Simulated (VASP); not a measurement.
## Te2Mo: relaxation of cell and atoms with PBE

Te2Mo:

```xyz
6
Lattice="3.5571 0.0000 0.0000 -1.7785 3.0805 0.0000 0.0000 0.0000 15.2047" Properties=species:S:1:pos:R:3 pbc="T T T"
Te    0.0000    2.0537    9.5956
Te    1.7785    1.0268    1.9933
Te    0.0000    2.0537   13.2115
Te    1.7785    1.0268    5.6091
Mo    0.0000    2.0537    3.8012
Mo    1.7785    1.0268   11.4035
```

| Property | Result |
| --- | --- |
| Program | VASP 6.6.1 |
| Task | relaxation of cell and atoms |
| Functional | PBE |
| Potentials or basis | VASP PAW PBE potentials, release 64 (Te, Mo_sv) |
| Cutoff | 500 eV |
| k mesh | 12 × 12 × 2 |
| Occupations | gaussian, width 0.01 eV |
| Spin | no spin polarisation |
| Dipole correction | no |
| Further INCAR settings | ALGO = Normal; EDIFF = 1e-07; IBRION = 2; EDIFFG = -0.001; NSW = 80; ISIF = 3 |

```
Relaxed volume                        : 27.95 Å³/atom
Relaxed cell                          : a = 3.556 Å, b = 3.556 Å, c = 15.319 Å, α = 90.00°, β = 90.00°, γ = 120.00°
Space group after relaxing (to 0.1 Å) : P6_3/mmc (No. 194)
Energy gained by relaxing             : 0.0 meV/atom
Ionic steps                           : 27
Pressure after relaxing               : 0.0 GPa
Band gap on the k mesh                : 1.01 eV (least direct gap 1.03 eV)
```

Step by step:
| step | energy change (eV) | largest force (eV/Å) | pressure (GPa) | volume (Å³) |
| --- | --- | --- | --- | --- |
| 1 | 0.0000 | 0.0113 | 0.03 | 166.61 |
| 2 | 0.0000 | 0.0162 | -0.07 | 166.73 |
| 3 | 0.0000 | 0.0039 | -0.03 | 166.67 |
| 4 | -0.0001 | 0.0022 | 0.01 | 166.59 |
| 5 | -0.0001 | 0.0022 | 0.01 | 166.59 |
| 6 | -0.0001 | 0.0045 | 0.00 | 166.62 |
| 7 | -0.0001 | 0.0069 | -0.01 | 166.64 |
| 8 | -0.0001 | 0.0068 | 0.00 | 166.64 |
| 9 | -0.0001 | 0.0063 | 0.00 | 166.66 |
| 10 | -0.0001 | 0.0055 | 0.00 | 166.69 |
| 11 | -0.0001 | 0.0041 | 0.02 | 166.74 |
| 12 | -0.0001 | 0.0013 | 0.04 | 166.85 |
| 13 | -0.0001 | 0.0002 | 0.05 | 166.90 |
| 14 | -0.0001 | 0.0000 | 0.05 | 166.92 |
| 15 | -0.0001 | 0.0005 | 0.04 | 166.96 |
| 16 | -0.0001 | 0.0014 | 0.04 | 167.04 |
| 17 | -0.0001 | 0.0034 | 0.02 | 167.21 |
| 18 | -0.0001 | 0.0073 | 0.00 | 167.54 |
| 19 | -0.0001 | 0.0045 | 0.00 | 167.58 |
| 20 | -0.0001 | 0.0017 | 0.01 | 167.68 |
| 21 | -0.0001 | 0.0015 | 0.01 | 167.68 |
| 22 | -0.0001 | 0.0014 | 0.01 | 167.63 |
| 23 | -0.0001 | 0.0004 | 0.01 | 167.66 |
| 24 | -0.0001 | 0.0008 | 0.02 | 167.67 |
| 25 | -0.0001 | 0.0012 | 0.02 | 167.67 |
| 26 | -0.0002 | 0.0003 | 0.00 | 167.71 |
| 27 | -0.0002 | 0.0005 | 0.00 | 167.71 |

Final structure:
```
Te Mo
1.0
     3.55554    0.00000    0.00000
    -1.77777    3.07919    0.00000
     0.00000    0.00000   15.31864
Te Mo
4 2
Direct
  0.33333 0.66667 0.63188
  0.66667 0.33333 0.13188
  0.33333 0.66667 0.86812
  0.66667 0.33333 0.36812
  0.33333 0.66667 0.25000
  0.66667 0.33333 0.75000
```

Levels at points of the mesh, in eV from the valence-band top:
```tsv
k point	band 24	band 25	band 26	band 27	band 28	band 29
(0.00, 0.00, 0.00)	-0.91	-0.77	-0.13	2.98	2.98	3.02
(0.50, 0.00, 0.00)	-0.78	-0.40	-0.32	1.34	1.36	1.60
(0.00, 0.00, 0.50)	-0.91	-0.28	-0.28	2.99	2.99	2.99
(0.50, 0.00, 0.50)	-0.78	-0.36	-0.36	1.35	1.35	1.68
```

Run time: 50 min on 1 thread of Intel(R) Xeon(R) 6975P-C (Granite Rapids), with other jobs on the host, peak memory 0.4 GiB.

Caveat: spin-orbit coupling is left out, which moves the levels of the heavy elements; this functional lacks dispersion, which binds the layers, so the pressure and a relaxed spacing across them are unreliable. Zero-point motion and thermal expansion aren't in these numbers.
